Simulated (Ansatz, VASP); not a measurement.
## Al2BC2 in VASP and in Ansatz

Contents of POSCAR:

```
Al2BC2
1.0
    3.1591400000      0.0000000000      0.0000000000
   -1.5795700000      2.7358970000      0.0000000000
    0.0000000000      0.0000000000      5.4417280000
Al C B
2 2 1
Direct
    0.3333300000      0.6666700000      0.3773000000
    0.6666700000      0.3333300000      0.6227000000
    0.3333300000      0.6666700000      0.7346000000
    0.6666700000      0.3333300000      0.2654000000
    0.0000000000      0.0000000000      0.0000000000
```

File INCAR.step1:

```
SYSTEM = Al2BC2
  PREC = Accurate
  ENCUT = 520
  ISMEAR = -1
  SIGMA = 0.1
  LREAL = .False.
  LASPH = .True.
  NELM = 100
  NBANDS = 16
  GGA = PE
  ALGO = Normal
  EDIFF = 1E-4
  LWAVE = .True.
  LCHARG = .False.
```

Contents of INCAR.step2:

```
SYSTEM = Al2BC2
  PREC = Accurate
  ENCUT = 520
  EDIFF = 1E-7
  ISMEAR = -1
  SIGMA = 0.1
  LREAL = .False.
  LASPH = .True.
  NELM = 100
  ALGO = Normal
  ISIF = 2
  LWAVE = .False.
  LCHARG = .True.
  METAGGA = R2SCAN
  LMIXTAU = .True.
  LELF = .True.
  LVHAR = .True.
  NBANDS = 16
  ISTART = 1
```

Contents of KPOINTS:

```
Automatic mesh
0
Gamma
  12 12 6
  0 0 0
```

Input for Ansatz:

```yaml
crystal:
  lattice:
    - [3.15914, 0.0, 0.0]
    - [-1.57957, 2.735897, 0.0]
    - [0.0, 0.0, 5.441728]
  atoms:
    - { symbol: Al, position: [0.33333, 0.66667, 0.3773] }
    - { symbol: Al, position: [0.66667, 0.33333, 0.6227] }
    - { symbol: C, position: [0.33333, 0.66667, 0.7346] }
    - { symbol: C, position: [0.66667, 0.33333, 0.2654] }
    - { symbol: B, position: [0.0, 0.0, 0.0] }
  symmetry: { tolerance: 0.0003 }
kpoints:
  mp_grid: { grid: [12, 12, 6], shift: [0, 0, 0] }
  band_path:
    path:
      - [0.0, 0.0, 0.0]
      - [0.5, 0.0, 0.0]
      - [0.33333333, 0.33333333, 0.0]
      - [0.0, 0.0, 0.0]
      - [0.0, 0.0, 0.5]
      - [0.5, 0.0, 0.5]
      - [0.33333333, 0.33333333, 0.5]
      - [0.0, 0.0, 0.5]
      - [0.5, 0.0, 0.5]
      - [0.5, 0.0, 0.0]
      - [0.33333333, 0.33333333, 0.5]
    npoints: 6
magnetization:
  spin_polarized: false
scf:
  occupations: { method: fermi_dirac }
  lower_state_search: "off"
  max_iter: 200
hamiltonian:
  pseudopotentials: { kind: paw }
  xc: r2scan
basis:
  ecutwfc: 500
  fft_grid_basis: typed
output:
  forces: true
  stress: true
  eigenvalues: true
  bader: true
  populations: true
  elf: true
  write_potential: true
  volumetric_format: npy
  dos:
    e_range: [-12, 8]
    de: 0.05
    projected: { site_lists: { Al: [Al], B: [B], C: [C] } }
checkpoint:
  read: saved_state
```

Alike in both runs: task single point; functional r2SCAN; k mesh 12 × 12 × 6; no spin polarisation.

|  | VASP | Ansatz |
| --- | --- | --- |
| version | VASP 6.6.1 | Ansatz 0.2.0 |
| potentials or method | VASP PAW PBE potentials, release 64 (Al, C, B), cutoff 520 eV | PAW plane waves |
| occupations | fermi-dirac, width 0.1 eV | fermi-dirac |
| valence electrons in the cell | 17 | 17 |

```csv
,VASP,Ansatz,Ansatz less VASP
pressure (GPa),27.1,27.4,+0.26
"traceless stress, the component that is largest in VASP (GPa)",-15.25,-15.39,-0.142
rms of the force components (eV/Å),2.213,2.213,+0.0001
```

VASP's potentials were made for PBE, not for r2SCAN. Atom by atom the forces differ by 0.002 eV/Å (rms over components). Ansatz's warnings: structure snapped to symmetry.
